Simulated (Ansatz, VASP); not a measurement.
**One calculation of PtSeS4, two programs**

```
Pt Se S
1.0
     3.58662    0.00000    0.00000
    -1.79331    3.10610    0.00000
     0.00000    0.00000   12.16256
Pt Se S
1 1 4
Direct
  0.00000 0.00000 0.50000
  0.00000 0.00000 0.00000
  0.66667 0.33333 0.60029
  0.66667 0.33333 0.12012
  0.33333 0.66667 0.87988
  0.33333 0.66667 0.39971
```

Change from the starting cell: species swapped into the SrCaSi4 type (P-3m1, No. 164).

Alike in both runs: task relaxation of cell and atoms; functional PBE; k mesh 12 × 12 × 4; occupations gaussian, width 0.02 eV; no spin polarisation.

|  | VASP | Ansatz |
| --- | --- | --- |
| version | VASP 6.6.1 | Ansatz 0.2.0 |
| potentials or method | VASP PAW PBE potentials, release 64 (Pt, Se, S), cutoff 600 eV | scalar-relativistic, plane waves, PAW |
| valence electrons in the cell | 40 | 58 |

```tsv
	VASP	Ansatz	Ansatz less VASP
gap on the k mesh at the Fermi level, each at its own relaxed structure (eV)	0.88	0.87	-0.016
relaxed volume (Å³/atom)	23.99	24.03	+0.038
relaxed length of the cell vector where the two differ most in proportion (Å)	3.575	3.579	+0.0039
```

VASP's potentials hold 40 valence electrons a cell and Ansatz's 58, so a difference there can come from the potentials and not from the codes.

Spin-orbit coupling is off throughout.
